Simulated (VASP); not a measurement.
# C (Cmme) in VASP: a series of runs

Runs on C. Level: PBE. Tasks: single point.

Everything below comes from runs of VASP 6.6.1. Logs are shortened: lines on timing, memory, paths and dates and some standing lists are left out, and cuts for length are marked.

## Step 1: The cell of the first run

The structure is orthorhombic, space group Cmme (No. 67). Conventional cell: a = 2.467 Å, b = 4.272 Å, c = 8.707 Å, α = 90.00°, β = 90.00°, γ = 90.00°. Within 1.9 Å of C (site symmetry m) lie 3 C at 1.42 Å.

## Step 2: Single point, PBE

INCAR reads:

```
SYSTEM = C
  PREC = Accurate
  ENCUT = 520
  EDIFF = 1E-6
  ISMEAR = 0
  SIGMA = 0.15
  LREAL = .False.
  LASPH = .True.
  NELM = 60
  ALGO = Normal
  ISIF = 2
  LWAVE = .False.
  LCHARG = .True.
  GGA = PE
  LELF = .True.
  LVHAR = .True.
  NBANDS = 16
```

KPOINTS reads:

```
regular mesh
0
Gamma
  21 21 6
  0 0 0
```

POSCAR reads:

```
C
1.0
    1.2332770928     -2.1360444485      0.0000000000
    1.2332770928      2.1360444485      0.0000000000
    0.0000000000      0.0000000000      8.7070207245
C
4
Direct
    0.0833329406      0.9166670594      0.7503043452
    0.5833329406      0.4166670594      0.2496956548
    0.9166670594      0.0833329406      0.2496956548
    0.4166670594      0.5833329406      0.7503043452
```

Potentials or basis: VASP PAW PBE potentials, release 64 (C).

Run with:

```console
$ cat potpaw_PBE.64/C/POTCAR > POTCAR
$ mpirun -np 1 vasp_std > vasp.out
```

OUTCAR:

```text
SYSTEM = C
   PREC = Accurate
   ENCUT = 520
   EDIFF = 1E-6
   ISMEAR = 0
   LREAL = .False.
   LASPH = .True.
   NELM = 60
   ISIF = 2
   GGA = PE

 ion  position               nearest neighbor table
   1  0.083  0.917  0.750-   4 1.42   4 1.42   4 1.42
   2  0.583  0.417  0.250-   3 1.42   3 1.42   3 1.42
   3  0.917  0.083  0.250-   2 1.42   2 1.42   2 1.42
   4  0.417  0.583  0.750-   1 1.42   1 1.42   1 1.42

  LATTYP: Found a base centered orthorhombic cell.
 ALAT       =     2.4665541856
 B/A-ratio  =     1.7320069115
 C/A-ratio  =     3.5300342378

  Lattice vectors:

 A1 = (   1.2332770928,  -2.1360444485,   0.0000000000)
 A2 = (   1.2332770928,   2.1360444485,   0.0000000000)
 A3 = (   0.0000000000,   0.0000000000,   8.7070207245)

Analysis of symmetry for initial positions (statically):
=====================================================================
 Subroutine PRICEL returns:
 Original cell was already a primitive cell.

 Routine SETGRP: Setting up the symmetry group for a
 base centered orthorhombic supercell.

 Subroutine GETGRP returns: Found  8 space group operations
 (whereof  4 operations were pure point group operations)
 out of a pool of  8 trial point group operations.

The static configuration has the point symmetry C_2h.
 The point group associated with its full space group is D_2h.

Analysis of symmetry for dynamics (positions and initial velocities):
=====================================================================
 Subroutine PRICEL returns:
 Original cell was already a primitive cell.

 Routine SETGRP: Setting up the symmetry group for a
 base centered orthorhombic supercell.

 Subroutine GETGRP returns: Found  8 space group operations
 (whereof  4 operations were pure point group operations)
 out of a pool of  8 trial point group operations.

The dynamic configuration has the point symmetry C_2h.
 The point group associated with its full space group is D_2h.

 Subroutine INISYM returns: Found  8 space group operations
 (whereof  4 operations are pure point group operations),
 and found     1 'primitive' translations

----------------------------------------------------------------------------------------

                                     Primitive cell

  volume of cell :      45.8744

  direct lattice vectors                    reciprocal lattice vectors
     1.233277093 -2.136044448  0.000000000     0.405423893 -0.234077526  0.000000000
     1.233277093  2.136044448  0.000000000     0.405423893  0.234077526  0.000000000
     0.000000000  0.000000000  8.707020724     0.000000000  0.000000000  0.114849847

  length of vectors
     2.466507303  2.466507303  8.707020724     0.468146154  0.468146154  0.114849847

  position of ions in fractional coordinates (direct lattice)
     0.083332941  0.916667059  0.750304345
     0.583332941  0.416667059  0.249695655
     0.916667059  0.083332941  0.249695655
     0.416667059  0.583332941  0.750304345

  ion indices of the primitive-cell ions
   primitive index   ion index
                 1           1
                 2           2
                 3           3
                 4           4

----------------------------------------------------------------------------------------

 KPOINTS: regular mesh

Automatic generation of k-mesh.
 Grid dimensions read from file:
 generate k-points for:   21   21    6

 Generating k-lattice:

  Cartesian coordinates                     Fractional coordinates (reciprocal lattice)
     0.019305900 -0.011146549  0.000000000     0.047619048 -0.000000000  0.000000000
     0.019305900  0.011146549  0.000000000    -0.000000000  0.047619048  0.000000000
     0.000000000  0.000000000  0.019141641     0.000000000  0.000000000  0.166666667

  Length of vectors
     0.022292674  0.022292674  0.019141641

  Shift w.r.t. Gamma in fractional coordinates (k-lattice)
     0.000000000  0.000000000  0.000000000

 Subroutine IBZKPT returns following result:
 ===========================================

 Found    484 irreducible k-points:

 Following reciprocal coordinates:
            Coordinates               Weight
  0.000000  0.000000  0.000000      1.000000
  0.047619 -0.000000  0.000000      4.000000
  0.095238  0.000000  0.000000      4.000000
  0.142857 -0.000000  0.000000      4.000000
  0.190476  0.000000  0.000000      4.000000
  0.238095  0.000000  0.000000      4.000000
[... 16 lines left out ...]
 -0.428571  0.047619  0.000000      4.000000
 -0.380952  0.047619  0.000000      4.000000
 [... further k-points ...]
   k-points           NKPTS =    484   k-points in BZ     NKDIM =    484   number of bands    NBANDS=     16
   number of dos      NEDOS =    301   number of ions     NIONS =      4
   total plane-waves  NPLWV =  22680
   dimension x,y,z NGX =    18 NGY =   18 NGZ =   70
   dimension x,y,z NGXF=    36 NGYF=   36 NGZF=  140
   ions per type =               4
   NGX,Y,Z   is equivalent  to a cutoff of  12.13, 12.13, 13.37 a.u.
   NGXF,Y,Z  is equivalent  to a cutoff of  24.26, 24.26, 26.73 a.u.
 SYSTEM =  C
   PREC   = accura    normal or accurate (medium, high low for compatibility)
   ISTART =      0    job   : 0-new  1-cont  2-samecut
   ICHARG =      2    charge: 1-file 2-atom 10-const
   ISPIN  =      1    spin polarized calculation?
   LNONCOLLINEAR =      F non collinear calculations
   LSORBIT =      F    spin-orbit coupling
   LASPH  =      T    aspherical Exc in radial PAW
   ENCUT  =  520.0 eV  38.22 Ry    6.18 a.u.   4.59  4.59 16.19*2*pi/ulx,y,z
   NELM   =     60;   NELMIN=  2; NELMDL= -5     # of ELM steps
   EDIFF  = 0.1E-05   stopping-criterion for ELM
   LREAL  =      F    real-space projection
   EDIFFG = 0.1E-04   stopping-criterion for IOM
   NSW    =      0    number of steps for IOM
   IBRION =     -1    ionic relax: 0-MD 1-quasi-New 2-CG
   NFREE  =      0    steps in history (QN), initial steepest desc. (CG)
   ISIF   =      2    stress and relaxation
   ISYM   =      2    0-nonsym 1-usesym 2-fastsym
   POTIM  = 0.5000    time-step for ionic-motion
   TEBEG  =    0.0;   TEEND  =   0.0 temperature during run
   PSTRESS=    0.0 pullay stress
   NELECT =      16.0000    total number of electrons
   NUPDOWN=      -1.0000    fix difference up-down
   EMIN   =  10.00;   EMAX   =-10.00  energy-range for DOS
   EFERMI =   0.00;   METHOD = LEGACY
   ISMEAR =     0;   SIGMA  =   0.15  broadening in eV -4-tet -1-fermi 0-gaus
   EFERMI_NEDOS =   21; number of points for ismear=-14 and -15
   IALGO  =     38    algorithm
   IMIX   =      4    mixing-type and parameters
     AMIX     =   0.40;   BMIX     =  1.00
     AMIX_MAG =   1.60;   BMIX_MAG =  1.00
  volume/ion in A,a.u.               =      11.47        77.39
  Fermi-wavevector in a.u.,A,eV,Ry     =   1.152368  2.177660 18.067895  1.327953
  Thomas-Fermi vector in A             =   2.289020
   LORBIT       =      0    0 simple, 1 ext, 2 COOP (PROOUT), +10 PAW based schemes
   GGA     = PE    functional components
   LHFCALC =     F    Hartree Fock is set to
   AEXX    =    0.0000 exact exchange contribution
   IVDW    =     0    specifies the selected vdW correction
   LEPSILON=     F    determine dielectric tensor
   LRPA    =     F    only Hartree local field effects (RPA)
 non-spin polarized calculation
 Gauss-broadening in eV      SIGMA  =   0.15
  energy-cutoff  :      520.00
  volume of cell :       45.87
 maximum number of plane-waves:      1258
   NGX =  9   NGY =  9   NGZ = 33

 number of electron      15.9999998 magnetization

 Free energy of the ion-electron system (eV)
  ---------------------------------------------------
  ext. energy  EPLUGINS =         0.00000000
  ---------------------------------------------------
  free energy    TOTEN  =       -36.90615549 eV

  energy without entropy =      -36.90481850  energy(sigma->0) =      -36.90548699

 E-fermi :   2.6477     XC(G=0):  -8.5918

 val. band max:        2.6471240589   @ k =   0.3333   0.3333   0.5000
 cond. band min:       2.6478471964   @ k =   0.3333   0.3333   0.5000
 fundamental gap:      0.0007231375
 Fermi energy:         2.6476742293

 k-point     1 :       0.0000    0.0000    0.0000
  band No.  band energies     occupation
      1     -16.8820      2.00000
      2     -16.8532      2.00000
      3      -5.1690      2.00000
      4      -4.7501      2.00000
      5      -0.3975      2.00000
      6      -0.3968      2.00000
[... 8 lines left out ...]
     15      12.6055      0.00000
     16      14.0602      0.00000

 k-point     2 :       0.0476   -0.0000    0.0000
  band No.  band energies     occupation
      1     -16.8284      2.00000
      2     -16.7996      2.00000
      3      -5.1044      2.00000
      4      -4.6868      2.00000
      5      -0.6174      2.00000
      6      -0.6160      2.00000
[... 8 lines left out ...]
     15      12.6796      0.00000
     16      13.8702      0.00000

 k-point     3 :       0.0952    0.0000    0.0000
  band No.  band energies     occupation
      1     -16.6677      2.00000
      2     -16.6393      2.00000
      3      -4.9112      2.00000
      4      -4.4973      2.00000
      5      -1.2352      2.00000
      6      -1.2330      2.00000
[... 8 lines left out ...]
     15      12.8937      0.00000
     16      13.3244      0.00000

 k-point     4 :       0.1429   -0.0000    0.0000
  band No.  band energies     occupation
      1     -16.4004      2.00000
      2     -16.3726      2.00000
      3      -4.5910      2.00000
      4      -4.1835      2.00000
      5      -2.1511      2.00000
      6      -2.1477      2.00000
[... 8 lines left out ...]
     15      12.8694      0.00000
     16      12.8694      0.00000
[... 324 lines left out ...]
 k-point    22 :      -0.4762    0.0476    0.0000
  band No.  band energies     occupation
      1     -12.2117      2.00000
      2     -12.1946      2.00000
      3      -9.8714      2.00000
      4      -9.8581      2.00000
      5      -3.8969      2.00000
      6      -3.8950      2.00000
[... 8 lines left out ...]
     15      14.7540      0.00000
     16      16.3935      0.00000

 k-point    23 :      -0.4286    0.0476    0.0000
  band No.  band energies     occupation
      1     -13.0752      2.00000
      2     -13.0551      2.00000
      3      -8.7753      2.00000
      4      -8.7628      2.00000
      5      -3.7379      2.00000
      6      -3.7360      2.00000
[... 8 lines left out ...]
     15      16.1369      0.00000
     16      17.0442      0.00000

 k-point    24 :      -0.3810    0.0476    0.0000
  band No.  band energies     occupation
      1     -13.8842      2.00000
      2     -13.8621      2.00000
      3      -7.5860      2.00000
      4      -7.5752      2.00000
      5      -3.4775      2.00000
      6      -3.4757      2.00000
[... 8 lines left out ...]
     15      16.1093      0.00000
     16      17.2895      0.00000

 [... further k-points ...]

------------------------ aborting loop because EDIFF is reached ----------------------------------------

  FORCE on cell =-STRESS in cart. coord.  units (eV):
  Direction    XX          YY          ZZ          XY          YZ          ZX
  --------------------------------------------------------------------------------------
  -------------------------------------------------------------------------------------
  Total        0.1538783      0.1546512     -0.0139684      0.0000000      0.0000000      0.0000000
  in kB        5.3742454      5.4012382     -0.4878507      0.0000000      0.0000000      0.0000000
  external PRESSURE =       3.4292110 kB  Pullay stress =       0.0000000 kB

 VOLUME and BASIS-vectors are now :
 -----------------------------------------------------------------------------
  energy-cutoff  :      520.00
  volume of cell :       45.87
      direct lattice vectors                 reciprocal lattice vectors
     1.233277093 -2.136044448  0.000000000     0.405423893 -0.234077526  0.000000000
     1.233277093  2.136044448  0.000000000     0.405423893  0.234077526  0.000000000
     0.000000000  0.000000000  8.707020724     0.000000000  0.000000000  0.114849847

 POSITION                                       TOTAL-FORCE (eV/Angst)
 -----------------------------------------------------------------------------------
      1.23328      1.78004      6.53292         0.000000      0.000382     -0.000119
      1.23328     -0.35601      2.17411         0.000000      0.000382      0.000119
      1.23328     -1.78004      2.17411         0.000000     -0.000382      0.000119
      1.23328      0.35601      6.53292         0.000000     -0.000382     -0.000119
 -----------------------------------------------------------------------------------
    total drift:                               -0.000000     -0.000000      0.000000

  FREE ENERGIE OF THE ION-ELECTRON SYSTEM (eV)
  ---------------------------------------------------
  free  energy   TOTEN  =       -36.9061554896 eV

  energy  without entropy=      -36.9048184996  energy(sigma->0) =      -36.90548699
```

It took 3.1 min on 1 thread of AMD EPYC 9R45 (Zen 5), shared host; peak memory 0.32 GiB.

Results:

| Property | Result |
| --- | --- |
| Free energy | -36.9062 eV |
| Pressure | 0.3 GPa |
| Band gap on the k mesh | zero (filled and empty bands touch) |

Levels at points of the mesh, in eV from the Fermi level:
| k point | band 4 | band 5 | band 6 | band 7 | band 8 | band 9 | band 10 | band 11 | band 12 | band 13 |
| --- | --- | --- | --- | --- | --- | --- | --- | --- | --- | --- |
| (0.00, 0.00, 0.00) | -7.40 | -3.05 | -3.04 | -3.04 | -3.04 | 3.03 | 6.15 | 8.30 | 8.30 | 8.30 |
| (0.00, 0.00, 0.50) | -7.61 | -3.04 | -3.04 | -3.04 | -3.04 | 4.21 | 4.22 | 8.30 | 8.30 | 8.30 |

Caveat: this functional lacks dispersion, which binds the layers, so the pressure and a relaxed spacing across them are unreliable.

## Step 3: Single point, PBE

This run uses another cell than the first one, of 12.08 Å³/atom, 1.053 times its volume.

INCAR reads:

```
PREC     = Accurate       # precision mode
ENCUT    = 520            # plane-wave cutoff, eV
EDIFF    = 1E-6           # SCF threshold, eV
ISMEAR   = 0              # smearing method
SIGMA    = 0.15           # smearing width, eV
LREAL    = False          # projectors in reciprocal space
LASPH    = True           # aspherical terms in the spheres
NELM     = 80             # most SCF steps
ALGO     = Normal         # electronic algorithm
ISIF     = 2              # what is computed and relaxed
LWAVE    = False          # write WAVECAR
LCHARG   = True           # write CHGCAR
GGA      = PE             # functional
LELF     = True           # ELF
LVHAR    = True         
NBANDS   = 16             # bands
```

KPOINTS reads:

```
Automatic mesh
0
Gamma
  21 21 6
```

POSCAR reads:

```
C
1.0
    1.2773834492     -2.1540618855      0.0000000000
    1.2773834492      2.1540618855      0.0000000000
    0.0000000000      0.0000000000      8.7804640453
C
4
Direct
    0.0833329406      0.9166670594      0.7503043452
    0.5833329406      0.4166670594      0.2496956548
    0.9166670594      0.0833329406      0.2496956548
    0.4166670594      0.5833329406      0.7503043452
```

Potentials or basis: VASP PAW PBE potentials, release 64 (C).

Run with:

```console
$ cat potpaw_PBE.64/C/POTCAR > POTCAR
$ mpirun -np 1 vasp_std > vasp.out
```

It took 3.6 min on 1 thread of AMD EPYC 9R45 (Zen 5), shared host; peak memory 0.34 GiB.

Results (log left out):

```yaml
Free_energy: -36.7564 eV
Pressure: -12.1 GPa
Largest_force: 0.162 eV/Å
Band_gap_on_the_k_mesh: 0.18 eV
```

Forces in eV/Å, atoms in the order of the input:
```
C    0.000  0.162  0.000
C    0.000  0.162  0.000
C    0.000 -0.162  0.000
C    0.000 -0.162  0.000
```

Stress tensor (GPa, compression positive):
```
-26.16   0.00   0.00
  0.00  -9.95   0.00
  0.00   0.00  -0.04
```

Levels at points of the mesh, in eV from the valence-band top:
```
           k point  band 6  band 7  band 8  band 9  band 10  band 11
(0.00, 0.00, 0.00)   -2.98   -2.90   -2.90    3.35     6.40     7.73
(0.00, 0.00, 0.50)   -2.98   -2.90   -2.90    4.51     4.52     7.73
```

Caveat: this functional lacks dispersion, which binds the layers, so the pressure and a relaxed spacing across them are unreliable.
